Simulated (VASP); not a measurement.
A run of VASP 6.6.1:

The input INCAR:

```
SYSTEM = HgTe
PREC = Accurate
ENCUT = 520
EDIFF = 1E-8
ISMEAR = -1
SIGMA = 0.15
LREAL = .FALSE.
LASPH = .TRUE.
NELM = 60
ALGO = Normal
ISIF = 2
LWAVE = .FALSE.
LCHARG = .FALSE.
NBANDS = 16
IBRION = 8
NSW = 1
```

The input KPOINTS:

```
Automatic mesh
0
G
  12 12 12
  0 0 0
```

Contents of POSCAR:

```
HgTe
1.0
    0.0000000000      2.9772049413      2.9772049413
    2.9772049413      0.0000000000      2.9772049413
    2.9772049413      2.9772049413      0.0000000000
Hg Te
1 1
Direct
    0.0000000000      0.0000000000      0.0000000000
    0.7500000000      0.7500000000      0.7500000000
```

Potentials or basis: VASP PAW LDA potentials, release 64 (Hg, Te).

Run with:

```console
$ cat potpaw_LDA.64/Hg/POTCAR potpaw_LDA.64/Te/POTCAR > POTCAR
$ mpirun -np 1 vasp_std > vasp.out
```

Hardware: 1 thread of AMD EPYC 7R43 64-Core Processor (Zen 3), on a shared host.

Q: Estimate the wall time of this run.

A: Wall time 11 min on 1 thread of AMD EPYC 7R43 64-Core Processor (Zen 3), with other jobs on the host, peak memory 0.55 GiB. Counts: scf iterations 40, k points 72.
